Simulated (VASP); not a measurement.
Al2Cu:

```
Al Cu
1.0
     4.36205    0.00000    0.00000
    -2.18102    3.77764    0.00000
     0.00000    0.00000    2.67120
Al Cu
2 1
Direct
  0.66667 0.33333 0.66667
  0.33333 0.66667 0.33333
  0.00000 0.00000 0.00000
```

| Item | Value |
| --- | --- |
| Program | VASP 6.6.1 |
| Task | relaxation of cell and atoms |
| Functional | PBE |
| Potentials or basis | VASP PAW PBE potentials, release 64 (Al, Cu) |
| Cutoff | 600 eV |
| k mesh | 6 × 6 × 6 |
| Occupations | gaussian, width 0.1 eV |
| Spin | no spin polarisation |

At the start: pressure 2.2 GPa; volume 14.67 Å³/atom.

Problem. Where does the relaxation end?

Solution. Over 12 steps the energy falls by 70.8 meV/atom and the volume is 15.27 Å³/atom (+4.1 %); space group P-3m1 (No. 164, to 0.05 Å).

The path:
```
step  energy change (eV)  largest force (eV/Å)  pressure (GPa)  volume (Å³)
   1              0.0000                0.5020            2.22        44.02
   2             -0.0450                0.4424            0.09        45.31
   3             -0.0590                0.4201           -3.07        46.70
   4             -0.0984                0.4259           -2.19        46.15
   5             -0.1903                0.2190            1.98        44.48
   6             -0.1897                0.1651            2.74        44.20
   7             -0.1907                0.1940            2.47        44.35
   8             -0.2050                0.0343            1.62        45.28
   9             -0.2048                0.0188            1.14        45.40
  10             -0.2113                0.0241           -0.80        46.19
  11             -0.2115                0.0219           -0.49        46.07
  12             -0.2125                0.0041           -0.05        45.81
```

Final structure:
```
CELL_PARAMETERS angstrom
4.24123 0.00000 0.00000
-2.12061 3.67301 0.00000
0.00000 0.00000 2.94057
ATOMIC_POSITIONS crystal
Al 0.66667 0.33333 0.75132
Al 0.33333 0.66667 0.24868
Cu 0.00000 0.00000 0.00000
```

Caveat: the k points lie up to 0.36 Å⁻¹ apart in the final cell.
